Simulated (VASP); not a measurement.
# YHg in VASP: further runs, part 2 of 3

VASP 6.6.1. The steps go on from the part before.

## (3) Single point, LDA (equal xy, yz and zx shear strains of -2 %)

INCAR reads:

```
PREC     = Accurate       # precision mode
ENCUT    = 520            # plane-wave cutoff, eV
EDIFF    = 1E-6           # SCF threshold, eV
ISMEAR   = -1             # smearing method
SIGMA    = 0.08           # smearing width, eV
LREAL    = False          # projectors in reciprocal space
LASPH    = True           # aspherical terms in the spheres
NELM     = 80             # most SCF steps
ALGO     = Normal         # electronic algorithm
ISIF     = 2              # what is computed and relaxed
LWAVE    = False          # write WAVECAR
LCHARG   = False          # write CHGCAR
GGA      = CA             # functional
NBANDS   = 18             # bands
```

KPOINTS reads:

```
Automatic mesh
0
Gamma
  11 11 11
```

POSCAR reads:

```
YHg
1.0
    3.6820000000     -0.0368200000     -0.0368200000
   -0.0368200000      3.6820000000     -0.0368200000
   -0.0368200000     -0.0368200000      3.6820000000
Y Hg
1 1
Direct
    0.5000000000      0.5000000000      0.5000000000
    0.0000000000      0.0000000000      0.0000000000
```

Potentials or basis: VASP PAW LDA potentials, release 64 (Y_sv, Hg).

Run with:

```bash
> cat potpaw_LDA.64/Y_sv/POTCAR potpaw_LDA.64/Hg/POTCAR > POTCAR
> mpirun -np 1 vasp_std > vasp.out
```

OUTCAR:

```text
PREC = Accurate
   ENCUT = 520
   EDIFF = 1E-6
   ISMEAR = -1
   LREAL = False
   LASPH = True
   NELM = 80
   ISIF = 2
   GGA = CA

 ion  position               nearest neighbor table
   1  0.500  0.500  0.500-   2 3.12   2 3.12   2 3.21   2 3.21   2 3.21   2 3.21   2 3.21   2 3.21

   2  0.000  0.000  0.000-   1 3.12   1 3.12   1 3.21   1 3.21   1 3.21   1 3.21   1 3.21   1 3.21

  LATTYP: Found a trigonal (rhomboedric) cell.
 ALAT       =     3.6823681816
 COS(alpha) =    -0.0198960208

  Lattice vectors:

 A1 = (   3.6820000000,  -0.0368200000,  -0.0368200000)
 A2 = (  -0.0368200000,   3.6820000000,  -0.0368200000)
 A3 = (  -0.0368200000,  -0.0368200000,   3.6820000000)

Analysis of symmetry for initial positions (statically):
=====================================================================
 Subroutine PRICEL returns:
 Original cell was already a primitive cell.

 Routine SETGRP: Setting up the symmetry group for a
 trigonal (rhombohedral) supercell.

 Subroutine GETGRP returns: Found 12 space group operations
 (whereof 12 operations were pure point group operations)
 out of a pool of 12 trial point group operations.

The static configuration has the point symmetry D_3d.

Analysis of symmetry for dynamics (positions and initial velocities):
=====================================================================
 Subroutine PRICEL returns:
 Original cell was already a primitive cell.

 Routine SETGRP: Setting up the symmetry group for a
 trigonal (rhombohedral) supercell.

 Subroutine GETGRP returns: Found 12 space group operations
 (whereof 12 operations were pure point group operations)
 out of a pool of 12 trial point group operations.

The dynamic configuration has the point symmetry D_3d.

 Subroutine INISYM returns: Found 12 space group operations
 (whereof 12 operations are pure point group operations),
 and found     1 'primitive' translations

----------------------------------------------------------------------------------------

                                     Primitive cell

  volume of cell :      49.9023

  direct lattice vectors                    reciprocal lattice vectors
     3.682000000 -0.036820000 -0.036820000     0.271646404  0.002743903  0.002743903
    -0.036820000  3.682000000 -0.036820000     0.002743903  0.271646404  0.002743903
    -0.036820000 -0.036820000  3.682000000     0.002743903  0.002743903  0.271646404

  length of vectors
     3.682368182  3.682368182  3.682368182     0.271674119  0.271674119  0.271674119

  position of ions in fractional coordinates (direct lattice)
     0.500000000  0.500000000  0.500000000
     0.000000000  0.000000000  0.000000000

  ion indices of the primitive-cell ions
   primitive index   ion index
                 1           1
                 2           2

----------------------------------------------------------------------------------------

 KPOINTS: Automatic mesh

Automatic generation of k-mesh.
 Grid dimensions read from file:
 generate k-points for:   11   11   11

 Generating k-lattice:

  Cartesian coordinates                     Fractional coordinates (reciprocal lattice)
     0.024695128  0.000249446  0.000249446     0.090909091 -0.000000000  0.000000000
     0.000249446  0.024695128  0.000249446    -0.000000000  0.090909091  0.000000000
     0.000249446  0.000249446  0.024695128     0.000000000  0.000000000  0.090909091

  Length of vectors
     0.024697647  0.024697647  0.024697647

  Shift w.r.t. Gamma in fractional coordinates (k-lattice)
     0.000000000  0.000000000  0.000000000

 Subroutine IBZKPT returns following result:
 ===========================================

 Found    146 irreducible k-points:

 Following reciprocal coordinates:
            Coordinates               Weight
  0.000000  0.000000  0.000000      1.000000
  0.090909  0.000000  0.000000      6.000000
  0.181818 -0.000000 -0.000000      6.000000
  0.272727 -0.000000  0.000000      6.000000
  0.363636  0.000000  0.000000      6.000000
  0.454545 -0.000000 -0.000000      6.000000
[... 16 lines left out ...]
 -0.272727  0.181818  0.000000     12.000000
 -0.181818  0.181818  0.000000      6.000000
 [... further k-points ...]
   k-points           NKPTS =    146   k-points in BZ     NKDIM =    146   number of bands    NBANDS=     18
   number of dos      NEDOS =    301   number of ions     NIONS =      2
   total plane-waves  NPLWV =  21952
   dimension x,y,z NGX =    28 NGY =   28 NGZ =   28
   dimension x,y,z NGXF=    56 NGYF=   56 NGZF=   56
   ions per type =               1   1
   NGX,Y,Z   is equivalent  to a cutoff of  12.64, 12.64, 12.64 a.u.
   NGXF,Y,Z  is equivalent  to a cutoff of  25.28, 25.28, 25.28 a.u.
 SYSTEM =  unknown system
   PREC   = accura    normal or accurate (medium, high low for compatibility)
   ISTART =      0    job   : 0-new  1-cont  2-samecut
   ICHARG =      2    charge: 1-file 2-atom 10-const
   ISPIN  =      1    spin polarized calculation?
   LNONCOLLINEAR =      F non collinear calculations
   LSORBIT =      F    spin-orbit coupling
   LASPH  =      T    aspherical Exc in radial PAW
   ENCUT  =  520.0 eV  38.22 Ry    6.18 a.u.   6.85  6.85  6.85*2*pi/ulx,y,z
   NELM   =     80;   NELMIN=  2; NELMDL= -5     # of ELM steps
   EDIFF  = 0.1E-05   stopping-criterion for ELM
   LREAL  =      F    real-space projection
   EDIFFG = 0.1E-04   stopping-criterion for IOM
   NSW    =      0    number of steps for IOM
   IBRION =     -1    ionic relax: 0-MD 1-quasi-New 2-CG
   NFREE  =      0    steps in history (QN), initial steepest desc. (CG)
   ISIF   =      2    stress and relaxation
   ISYM   =      2    0-nonsym 1-usesym 2-fastsym
   POTIM  = 0.5000    time-step for ionic-motion
   TEBEG  =    0.0;   TEEND  =   0.0 temperature during run
   PSTRESS=    0.0 pullay stress
   NELECT =      23.0000    total number of electrons
   NUPDOWN=      -1.0000    fix difference up-down
   EMIN   =  10.00;   EMAX   =-10.00  energy-range for DOS
   EFERMI =   0.00;   METHOD = LEGACY
   ISMEAR =    -1;   SIGMA  =   0.08  broadening in eV -4-tet -1-fermi 0-gaus
   EFERMI_NEDOS =   21; number of points for ismear=-14 and -15
   IALGO  =     38    algorithm
   IMIX   =      4    mixing-type and parameters
     AMIX     =   0.40;   BMIX     =  1.00
     AMIX_MAG =   1.60;   BMIX_MAG =  1.00
  volume/ion in A,a.u.               =      24.95       168.38
  Fermi-wavevector in a.u.,A,eV,Ry     =   1.264573  2.389697 21.757702  1.599146
  Thomas-Fermi vector in A             =   2.397872
   LORBIT       =      0    0 simple, 1 ext, 2 COOP (PROOUT), +10 PAW based schemes
   GGA     = CA    functional components
   LHFCALC =     F    Hartree Fock is set to
   AEXX    =    0.0000 exact exchange contribution
   IVDW    =     0    specifies the selected vdW correction
   LEPSILON=     F    determine dielectric tensor
   LRPA    =     F    only Hartree local field effects (RPA)
 non-spin polarized calculation
  energy-cutoff  :      520.00
  volume of cell :       49.90
 maximum number of plane-waves:      1360
   NGX = 13   NGY = 13   NGZ = 13

 number of electron      23.0000000 magnetization

 Free energy of the ion-electron system (eV)
  ---------------------------------------------------
  ext. energy  EPLUGINS =         0.00000000
  ---------------------------------------------------
  free energy    TOTEN  =        -9.19901034 eV

  energy without entropy =       -9.15361807  energy(sigma->0) =       -9.17631421

 E-fermi :   3.8430     XC(G=0): -10.8678

 val. band max:        3.8379699898   @ k =  -0.1818   0.0909   0.0909
 cond. band min:       3.8529476840   @ k =  -0.2727   0.3636   0.0909
 fundamental gap:      0.0149776942
 Fermi energy:         3.8430421340

 k-point     1 :       0.0000    0.0000    0.0000
  band No.  band energies     occupation
      1     -39.0626      2.00000
      2     -19.0771      2.00000
      3     -19.0629      2.00000
      4     -19.0629      2.00000
      5      -4.1560      2.00000
      6      -3.9397      2.00000
[... 10 lines left out ...]
     17       8.3012      0.00000
     18       8.3070      0.00000

 k-point     2 :       0.0909    0.0000    0.0000
  band No.  band energies     occupation
      1     -39.0612      2.00000
      2     -19.0916      2.00000
      3     -19.0689      2.00000
      4     -19.0615      2.00000
      5      -4.0417      2.00000
      6      -3.9275      2.00000
[... 10 lines left out ...]
     17       9.0518      0.00000
     18       9.1187      0.00000
[... 442 lines left out ...]
 k-point    24 :      -0.1818    0.1818    0.0000
  band No.  band energies     occupation
      1     -39.0528      2.00000
      2     -19.1418      2.00000
      3     -19.1364      2.00000
      4     -19.0558      2.00000
      5      -3.8448      2.00000
      6      -3.6777      2.00000
[... 10 lines left out ...]
     17       9.0386      0.00000
     18      11.0583      0.00000

 [... further k-points ...]
[... 5 lines left out ...]
  --------------------------------------------------------------------------------------
  -------------------------------------------------------------------------------------
  Total       -0.9958170     -0.9958170     -0.9958170      0.2351915      0.2351915      0.2351915
  in kB      -31.9720098    -31.9720098    -31.9720098      7.5511317      7.5511317      7.5511317
  external PRESSURE =     -31.9720098 kB  Pullay stress =       0.0000000 kB

 VOLUME and BASIS-vectors are now :
 -----------------------------------------------------------------------------
  energy-cutoff  :      520.00
  volume of cell :       49.90
      direct lattice vectors                 reciprocal lattice vectors
     3.682000000 -0.036820000 -0.036820000     0.271646404  0.002743903  0.002743903
    -0.036820000  3.682000000 -0.036820000     0.002743903  0.271646404  0.002743903
    -0.036820000 -0.036820000  3.682000000     0.002743903  0.002743903  0.271646404

 POSITION                                       TOTAL-FORCE (eV/Angst)
 -----------------------------------------------------------------------------------
      1.80418      1.80418      1.80418         0.000000     -0.000000     -0.000000
      0.00000      0.00000      0.00000        -0.000000      0.000000      0.000000
 -----------------------------------------------------------------------------------
    total drift:                               -0.000000      0.000000      0.000000

  FREE ENERGIE OF THE ION-ELECTRON SYSTEM (eV)
  ---------------------------------------------------
  free  energy   TOTEN  =        -9.1990103415 eV

  energy  without entropy=       -9.1536180740  energy(sigma->0) =       -9.17631421
```

It took 31 s on 1 thread of Intel Xeon 6975P-C (Granite Rapids), shared host; peak memory 0.27 GiB.

What came out:

* Free energy: -9.1990 eV
* Pressure: -3.2 GPa
* Band gap on the k mesh: zero (an odd number of electrons rules out a gap without spin polarisation)

Stress tensor (GPa, compression positive):
```
-3.20  0.76  0.76
 0.76 -3.20  0.76
 0.76  0.76 -3.20
```

Caveat: the cell differs from its parent crystal (equal xy, yz and zx shear strains of -2 %); the cell stands under tension; spin-orbit coupling is left out, which moves the levels of the heavy elements.

(Part 2 of 3 ends here.)

The gap in the log of VASP goes by the Fermi energy; the results here count the filled bands.